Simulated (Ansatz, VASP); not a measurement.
This is a calculation of WC for Ansatz 0.2.0.

Contents of input:

```
crystal:
  lattice:
    - [2.9065, 0.0, 0.0]
    - [-1.45325, 2.5171028361, 0.0]
    - [0.0, 0.0, 2.8366]
  atoms:
    - { symbol: W, position: [0.0, 0.0, 0.0] }
    - { symbol: C, position: [0.6666666667, 0.3333333333, 0.5] }
hamiltonian:
  xc: hse06
  pseudopotentials: { kind: paw }
kpoints:
  mp_grid: { grid: [6, 6, 6] }
scf:
  occupations: { method: fermi_dirac, width: 0.05 }
output:
  forces: true
  stress: true
  eigenvalues: true
```

**Question.** Translate it to VASP 6.6.1. Potentials there: VASP PAW PBE potentials, release 64 (W_sv, C).

**Answer.** As run (the cutoff follows the program's own potentials):

The input POSCAR:

```
WC
1.0
    2.9065000000      0.0000000000      0.0000000000
   -1.4532500000      2.5171028361      0.0000000000
    0.0000000000      0.0000000000      2.8366000000
W C
1 1
Direct
    0.0000000000      0.0000000000      0.0000000000
    0.6666666667      0.3333333333      0.5000000000
```

File INCAR.step1:

```
SYSTEM = WC
ALGO = Normal ; EDIFF = 1E-5
ENCUT = 520 ; GGA = PE
ISIF = 2 ; ISMEAR = -1
LASPH = .TRUE. ; LCHARG = .FALSE.
LREAL = .FALSE. ; LWAVE = .TRUE.
NBANDS = 16 ; NELM = 60
PREC = Accurate ; SIGMA = 0.05
```

INCAR.step2

```
SYSTEM = WC
ALGO = Normal ; EDIFF = 1E-7
ENCUT = 520 ; GGA = PE
HFSCREEN = 0.2079 ; ISIF = 2
ISMEAR = -1 ; ISTART = 1
LASPH = .TRUE. ; LCHARG = .FALSE.
LHFCALC = .TRUE. ; LREAL = .FALSE.
LWAVE = .FALSE. ; NBANDS = 16
NELM = 60 ; PREC = Accurate
PRECFOCK = Normal ; SIGMA = 0.05
```

File KPOINTS:

```
k-points
0
G
  6 6 6
  0 0 0
```

Potentials or basis: VASP PAW PBE potentials, release 64 (W_sv, C).

Run with:

```console
$ cat potpaw_PBE.64/W_sv/POTCAR potpaw_PBE.64/C/POTCAR > POTCAR
$ cp INCAR.step1 INCAR
$ mpirun -np 1 vasp_std > vasp.out
$ cp INCAR.step2 INCAR
$ mpirun -np 1 vasp_std > vasp.out
```

Both were run:

|  | VASP | Ansatz | Ansatz less VASP |
| --- | --- | --- | --- |
| gap on the k mesh at the Fermi level (eV) | none | none | - |
| pressure (GPa) | -3.3 | -3.7 | -0.33 |
| traceless stress, the component that is largest in VASP (GPa) | -2.20 | -2.29 | -0.098 |

A gap of «none» marks a metal or a gap that the smearing closes. With one functional, cell and mesh, what is left measures potentials, basis and numerics.

The k mesh is coarse, so the values compare programs but aren't converged. Neither program's run includes spin-orbit coupling.
